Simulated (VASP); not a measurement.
# C (C2/m) in VASP: further runs, part 2 of 2

VASP 6.6.1. The steps go on from the part before.

## 4. Single point, PBEsol

This run uses another cell than the first one, of 8.11 Å³/atom.

File INCAR:

```
SYSTEM = C
PREC = Accurate
ENCUT = 520
EDIFF = 1E-6
ISMEAR = -1
SIGMA = 0.05
LREAL = .False.
LASPH = .True.
NELM = 60
ALGO = Normal
ISIF = 2
LWAVE = .False.
LCHARG = .True.
GGA = PS
LELF = .True.
LVHAR = .True.
NBANDS = 11
```

File KPOINTS:

```
Automatic mesh
0
Gamma
  13 13 8
  0 0 0
```

File POSCAR:

```
C
1.0
    2.1209608136     -1.2245723221     -0.0121773580
    2.1209608136      1.2245723221     -0.0121773580
   -1.3949981355      0.0000000000      3.1288625923
C
2
Direct
    0.1665513993      0.1665513993      0.9996604201
    0.8334486007      0.8334486007      0.0003395799
```

Potentials or basis: VASP PAW PBE potentials, release 64 (C).

Command:

```
> cat potpaw_PBE.64/C/POTCAR > POTCAR
> mpirun -np 1 vasp_std > vasp.out
```

OUTCAR:

```text
SYSTEM = C
   PREC = Accurate
   ENCUT = 520
   EDIFF = 1E-6
   ISMEAR = -1
   LREAL = .False.
   LASPH = .True.
   NELM = 60
   ISIF = 2
   GGA = PS

 ion  position               nearest neighbor table
   1  0.167  0.167  1.000-   2 1.41   2 1.41   2 1.41
   2  0.833  0.833  0.000-   1 1.41   1 1.41   1 1.41

  LATTYP: Found a base centered monoclinic cell.
 ALAT       =     4.2419915421
 B/A-ratio  =     0.5773572672
 C/A-ratio  =     0.8075818849
 COS(beta)  =    -0.4124459546

  Lattice vectors:

 A1 = (   2.1209608136,  -1.2245723221,  -0.0121773580)
 A2 = (   2.1209608136,   1.2245723221,  -0.0121773580)
 A3 = (  -1.3949981355,   0.0000000000,   3.1288625923)

Analysis of symmetry for initial positions (statically):
=====================================================================
 Subroutine PRICEL returns:
 Original cell was already a primitive cell.

 Routine SETGRP: Setting up the symmetry group for a
 base centered monoclinic supercell.

 Subroutine GETGRP returns: Found  4 space group operations
 (whereof  4 operations were pure point group operations)
 out of a pool of  4 trial point group operations.

[... 165 lines left out ...]
 fundamental gap:      0.3495458632
 Fermi energy:         5.4897114191

 k-point     1 :       0.0000    0.0000    0.0000
  band No.  band energies     occupation
      1     -14.4895      2.00000
      2      -0.8286      2.00000
      3       2.4551      2.00000
      4       2.4555      2.00000
      5      10.0554      0.00000
      6      13.8935      0.00000
      7      13.8948      0.00000
      8      16.9251      0.00000
      9      18.6711      0.00000
     10      28.1840      0.00000
     11      32.7604      0.00000
[... 309 lines left out ...]
 k-point    24 :       0.4615    0.1538    0.0000
  band No.  band energies     occupation
      1     -10.4293      2.00000
      2      -5.3967      2.00000
      3      -2.2186      2.00000
      4       2.3571      2.00000
      5       8.9554      0.00000
      6      15.5729      0.00000
      7      16.2145      0.00000
      8      19.0638      0.00000
      9      20.8966      0.00000
     10      24.5065      0.00000
     11      28.5041      0.00000

 [... further k-points ...]
[... 5 lines left out ...]
  --------------------------------------------------------------------------------------
  -------------------------------------------------------------------------------------
  Total        0.6225661      0.6226484      0.4988689      0.0000000      0.0000000     -0.0008065
  in kB       61.5283970     61.5365285     49.3033717      0.0000000      0.0000000     -0.0797062
  external PRESSURE =      57.4560991 kB  Pullay stress =       0.0000000 kB

 VOLUME and BASIS-vectors are now :
 -----------------------------------------------------------------------------
  energy-cutoff  :      520.00
  volume of cell :       16.21
      direct lattice vectors                 reciprocal lattice vectors
     2.120960814 -1.224572322 -0.012177358     0.236347219 -0.408305815  0.105375011
     2.120960814  1.224572322 -0.012177358     0.236347219  0.408305815  0.105375011
    -1.394998136  0.000000000  3.128862592     0.001839700  0.000000000  0.320425186

 POSITION                                       TOTAL-FORCE (eV/Angst)
 -----------------------------------------------------------------------------------
     -0.68803      0.00000      3.12374         0.000130      0.000000     -0.001008
      3.53495      0.00000     -0.01924        -0.000130      0.000000      0.001008
 -----------------------------------------------------------------------------------
    total drift:                                0.000000      0.000000     -0.000000

  FREE ENERGIE OF THE ION-ELECTRON SYSTEM (eV)
  ---------------------------------------------------
  free  energy   TOTEN  =       -19.2595523721 eV

  energy  without entropy=      -19.2594813437  energy(sigma->0) =      -19.25951686
```

stdout:

```text
POSCAR found type information on POSCAR C
 POSCAR found :  1 types and       2 ions
 scaLAPACK will be used
 -----------------------------------------------------------------------------
|                                                                             |
|                                                                             |
|     You enforced a specific xc type in the INCAR file but a different       |
|     I HOPE YOU KNOW WHAT YOU ARE DOING!                                     |
|                                                                             |
 -----------------------------------------------------------------------------

 LDA part: xc-table for (Slater+PW92), standard interpolation
 POSCAR, INCAR and KPOINTS ok, starting setup
 FFT: planning ... GRIDC
 FFT: planning ... GRID_SOFT
 FFT: planning ... GRID
 WAVECAR not read
 entering main loop
```

It took 1.8 min on 1 thread of Intel Xeon 8259CL, shared host; peak memory 0.16 GiB.

Results:

| Property | Result |
| --- | --- |
| Free energy | -19.2596 eV |
| Pressure | 5.7 GPa |

Stress tensor (GPa, compression positive):
```
 6.15  0.00 -0.01
 0.00  6.15  0.00
-0.01  0.00  4.93
```

Caveat: the cell stands under pressure; this functional lacks dispersion, which binds layers or chains, so the pressure and a relaxed spacing across them are unreliable; the PAW data sets were made with another functional, which shifts forces and pressure a little.

## 5. Summary

```tsv
cell	pressure (GPa)
a = 2.427, b = 2.427, c = 3.101 Å, angles 113.1, 113.1, 60.0°, 2 atoms, atomic positions A	20.8
a = 2.441, b = 2.441, c = 3.270 Å, angles 111.9, 111.9, 60.0°, 2 atoms, atomic positions B	10.8
a = 2.449, b = 2.449, c = 3.426 Å, angles 110.9, 110.9, 60.0°, 2 atoms, atomic positions C	5.7
```

Alike in all rows: task single point; level PBEsol; potentials or basis VASP PAW PBE potentials, release 64 (C); no spin polarisation; k mesh 13 × 13 × 8; cutoff (eV) 520; smearing fermi-dirac 0.05 eV.

Caveats: the cell stands under pressure; this functional lacks dispersion, which binds layers or chains, so the pressure and a relaxed spacing across them are unreliable; the PAW data sets were made with another functional, which shifts forces and pressure a little.

Absolute energies hang on the potentials; compare differences alone.
